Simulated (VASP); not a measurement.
Write the native input for VASP 6.6.1 that does the following.

| Property | Result |
| --- | --- |
| Task | relaxation of cell and atoms |
| Functional | PBE |
| Potentials or basis | VASP PAW PBE potentials, release 64 (Sn_d, Se) |
| Cutoff | 600 eV |
| k mesh | 6 × 6 × 2 |
| Occupations | gaussian, width 0.1 eV |
| Spin | no spin polarisation |
| Dipole correction | no |
| Further INCAR settings | ALGO = Normal; EDIFF = 1e-07; IBRION = 2; EDIFFG = -0.04; NSW = 90; ISIF = 3 |

The structure of SnSe4 lies in POSCAR:

```
SnSe4
1.0
    3.9704699500      0.0000000000      0.0000000000
   -1.9852349800      3.4385278500      0.0000000000
    0.0000000000      0.0000000000     10.3267245100
Sn Se
1 4
Direct
    0.0000000000      0.0000000000      0.5000000000
    0.3333333300      0.6666666700      0.0000000000
    0.6666666700      0.3333333300      0.0000000000
    0.0000000000      0.0000000000      0.7012339400
    0.0000000000      0.0000000000      0.2987660600
```

The input as run:

INCAR

```
SYSTEM = SnSe4
PREC = Accurate ; ENCUT = 600
EDIFF = 1E-7 ; ISMEAR = 0
SIGMA = 0.1 ; LREAL = .False.
LASPH = .True. ; NELM = 100
ALGO = Normal ; ISIF = 3
LWAVE = .False. ; LCHARG = .False.
GGA = PE ; IBRION = 2
NSW = 90 ; EDIFFG = -0.04
```

KPOINTS

```
Automatic mesh
0
Gamma
  6 6 2
  0 0 0
```

Potentials or basis: VASP PAW PBE potentials, release 64 (Sn_d, Se).

Launch:

```sh
$ cat potpaw_PBE.64/Sn_d/POTCAR potpaw_PBE.64/Se/POTCAR > POTCAR
$ mpirun -np 1 vasp_std > vasp.out
```

Results of the run:

```json
{"Relaxed volume": "38.27 Å³/atom", "Relaxed cell": "a = 4.506 Å, b = 4.506 Å, c = 10.882 Å, α = 90.00°, β = 90.00°, γ = 120.00°", "Space group after relaxing (to 0.05 Å)": "P6/mmm (No. 191)", "Energy gained by relaxing": "636.6 meV/atom", "Ionic steps": "13", "Pressure after relaxing": "0.0 GPa", "Largest force after relaxing": "0.014 eV/Å", "Band gap on the k mesh": "zero (band 19 reaches 1.19 eV, above the bottom of band 20 at 0.17 eV)"}
```

Caveat: the volume moved by over 15 % at a fixed basis, so the end points are rough; spin-orbit coupling is left out, which moves the levels of the heavy elements; this functional lacks dispersion, which binds the layers, so the pressure and a relaxed spacing across them are unreliable.

Wall time 4.1 min on 1 thread of Intel(R) Xeon(R) 6975P-C (Granite Rapids), with other jobs on the host, peak memory 0.31 GiB.
